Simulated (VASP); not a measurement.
# LaHfO: single point with PBE

The system is LaHfO.

```
La Hf O
1.0
     3.99742    0.00000    0.00000
    -1.99871    3.46186    0.00000
     0.00000    0.00000    3.92608
La Hf O
1 1 1
Direct
  0.66667 0.33333 0.00000
  0.00000 0.00000 0.50000
  0.33333 0.66667 0.00000
```

```yaml
Program: VASP 6.6.1
Task: single point
Functional: PBE
Potentials_or_basis: VASP PAW PBE potentials, release 64 (La, Hf_pv, O)
Cutoff: 520 eV
k_mesh: 6 × 6 × 4
Occupations: gaussian, width 0.1 eV
Spin: no spin polarisation
```

The pressure is 18.3 GPa.

Stress tensor (GPa, compression positive):
```
17.71  0.00  0.00
 0.00 17.71  0.00
 0.00  0.00 19.38
```

Levels at points of the mesh, in eV from the Fermi level:
```
           k point  band 11  band 12  band 13  band 14  band 15  band 16  band 17  band 18
(0.00, 0.00, 0.00)    -4.08    -3.70    -2.30     0.21     0.21     0.51     0.51     3.88
(0.50, 0.00, 0.00)    -3.59    -2.16    -1.14    -0.45     0.49     1.89     2.08     2.39
(0.00, 0.00, 0.50)    -4.74    -1.21    -1.21    -0.24     0.99     2.10     2.10     2.68
(0.50, 0.00, 0.50)    -3.44    -0.58     0.60     0.80     0.87     0.98     1.96     2.66
```

Wall time 19 s on 1 thread of Intel(R) Xeon(R) 6975P-C (Granite Rapids) (shared host), peak memory 0.19 GiB.

Caveat: the k points lie up to 0.40 Å⁻¹ apart; spin-orbit coupling is left out, which moves the levels of the heavy elements; an odd number of electrons without spin polarisation forces a metal; a magnetic or distorted state may lie lower.
